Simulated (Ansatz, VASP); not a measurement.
# One calculation of ZnS, two programs

INCAR

```
SYSTEM = ZnS
ALGO = Normal ; EDIFF = 1E-6
ENCUT = 520 ; GGA = PE
ISIF = 2 ; ISMEAR = 0
LASPH = .TRUE. ; LCHARG = .TRUE.
LELF = .TRUE. ; LREAL = .FALSE.
LVHAR = .TRUE. ; LWAVE = .FALSE.
NBANDS = 16 ; NELM = 100
PREC = Accurate ; SIGMA = 0.05
```

KPOINTS

```
k-points
0
G
  10 10 10
  0 0 0
```

The input POSCAR:

```
ZnS
1.0
    0.0000000000      2.7046500000      2.7046500000
    2.7046500000      0.0000000000      2.7046500000
    2.7046500000      2.7046500000      0.0000000000
Zn S
1 1
Direct
    0.0000000000      0.0000000000      0.0000000000
    0.7500000000      0.7500000000      0.7130266393
```

Input for Ansatz:

```yaml
crystal:
  lattice:
    - [0.0, 2.70465, 2.70465]
    - [2.70465, 0.0, 2.70465]
    - [2.70465, 2.70465, 0.0]
  atoms:
    - { symbol: Zn, position: [0.0, 0.0, 0.0] }
    - { symbol: S, position: [0.75, 0.75, 0.7130266393] }
basis:
  ecutwfc: 420
kpoints:
  mp_grid: { grid: [10, 10, 10] }
hamiltonian:
  xc: pbe
scf:
  occupations: { method: gaussian, width: 0.05 }
output:
  forces: true
  stress: true
  eigenvalues: true
  write_density: true
  write_potential: true
  elf: true
  volumetric_format: npy
```

Alike in both runs: task single point; functional PBE; k mesh 10 × 10 × 10; occupations gaussian, width 0.05 eV; no spin polarisation.

|  | VASP | Ansatz |
| --- | --- | --- |
| version | VASP 6.6.1 | Ansatz 0.2.0 |
| potentials or method | VASP PAW PBE potentials, release 64 (Zn, S), cutoff 520 eV | scalar-relativistic, plane waves, PAW |
| valence electrons in the cell | 18 | 18 |

|  | VASP | Ansatz | Ansatz less VASP |
| --- | --- | --- | --- |
| gap on the k mesh at the Fermi level (eV) | 2.03 | 2.02 | -0.006 |
| least direct gap on the mesh (eV) | 2.03 | 2.02 | -0.006 |
| pressure (GPa) | 2.2 | 2.0 | -0.17 |
| traceless stress, the component that is largest in VASP (GPa) | -2.38 | -2.35 | +0.034 |
| rms of the force components (eV/Å) | 0.505 | 0.501 | -0.0034 |

Atom by atom the forces differ by 0.003 eV/Å (rms over components).
